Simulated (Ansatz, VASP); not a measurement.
**One calculation of SiC, two programs**

INCAR

```
SYSTEM = SiC
  PREC = Accurate
  ENCUT = 520
  EDIFF = 1E-7
  ISMEAR = 0
  SIGMA = 0.05
  LREAL = .FALSE.
  LASPH = .TRUE.
  NELM = 60
  ALGO = Normal
  ISIF = 2
  LWAVE = .FALSE.
  LCHARG = .TRUE.
  GGA = PS
  LELF = .TRUE.
  LVHAR = .TRUE.
  NBANDS = 11
```

KPOINTS

```
regular mesh
0
G
  10 10 10
  0 0 0
```

File POSCAR:

```
SiC
1.0
    0.0000000000      2.1239298452      2.1239298452
    2.1239298452      0.0000000000      2.1239298452
    2.1239298452      2.1239298452      0.0000000000
Si C
1 1
Direct
    0.0058896629     -0.0058896629      0.0058896629
    0.7362283587      0.7637716413      0.7362283587
```

Input for Ansatz:

```yaml
crystal:
  lattice:
    - [0.0, 2.1239298452, 2.1239298452]
    - [2.1239298452, 0.0, 2.1239298452]
    - [2.1239298452, 2.1239298452, 0.0]
  atoms:
    - { symbol: Si, position: [0.0058896629, -0.0058896629, 0.0058896629] }
    - { symbol: C, position: [0.7362283587, 0.7637716413, 0.7362283587] }
basis:
  ecutwfc: 520.0
kpoints:
  mp_grid: { grid: [10, 10, 10] }
hamiltonian:
  xc: pbesol
scf:
  occupations: { method: gaussian, width: 0.05 }
output:
  forces: true
  stress: true
  eigenvalues: true
```

Change from the starting cell: mode 6 frozen in at -0.060 Å, equal normal strain along x, y and z -0.0250.

Alike in both runs: task single point; functional PBEsol; k mesh 10 × 10 × 10; occupations gaussian, width 0.05 eV; no spin polarisation.

```csv
,VASP,Ansatz
version,VASP 6.6.1,Ansatz 0.2.0
potentials or method,"VASP PAW PBE potentials, release 64 (Si, C), cutoff 520 eV","scalar-relativistic, plane waves, PAW"
valence electrons in the cell,8,8
```

|  | VASP | Ansatz | Ansatz less VASP |
| --- | --- | --- | --- |
| gap on the k mesh at the Fermi level (eV) | 0.77 | 0.78 | +0.010 |
| least direct gap on the mesh (eV) | 4.32 | 4.33 | +0.010 |
| pressure (GPa) | 21.0 | 20.6 | -0.40 |
| traceless stress, the component that is largest in VASP (GPa) | -9.15 | -9.07 | +0.084 |
| rms of the force components (eV/Å) | 1.089 | 1.086 | -0.0030 |

VASP's potentials were made for PBE, not for PBEsol. Atom by atom the forces differ by 0.003 eV/Å (rms over components). With one functional, cell and mesh, what is left measures potentials, basis and numerics.
